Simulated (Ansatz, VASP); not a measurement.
# Two plane-wave programs on Ca2SeO

```
O Se Ca
1.0
     1.88463    1.08809    6.29203
    -1.88463    1.08809    6.29203
     0.00000   -2.17618    6.29203
O Se Ca
1 1 2
Direct
  0.00000 0.00000 0.00000
  0.50000 0.50000 0.50000
  0.26397 0.26397 0.26397
  0.73603 0.73603 0.73603
```

Alike in both runs: task single point; functional r2SCAN; k mesh 8 × 8 × 8; no spin polarisation.

```csv
,VASP,Ansatz
version,VASP 6.6.1,Ansatz 0.2.0
potentials or method,"VASP PAW PBE potentials, release 64 (O, Se, Ca_sv)","plane waves, PAW"
plane-wave cutoff (eV),660,500
occupations,"gaussian, width 0.01 eV",fixed
valence electrons in the cell,32,42
```

```csv
,VASP,Ansatz,Ansatz less VASP
gap on the k mesh at the Fermi level (eV),2.10,2.11,+0.003
pressure (GPa),0.4,0.0,-0.41
```

VASP's potentials were made for PBE, not for r2SCAN. VASP's potentials hold 32 valence electrons a cell and Ansatz's 42, so a difference there can come from the potentials and not from the codes.
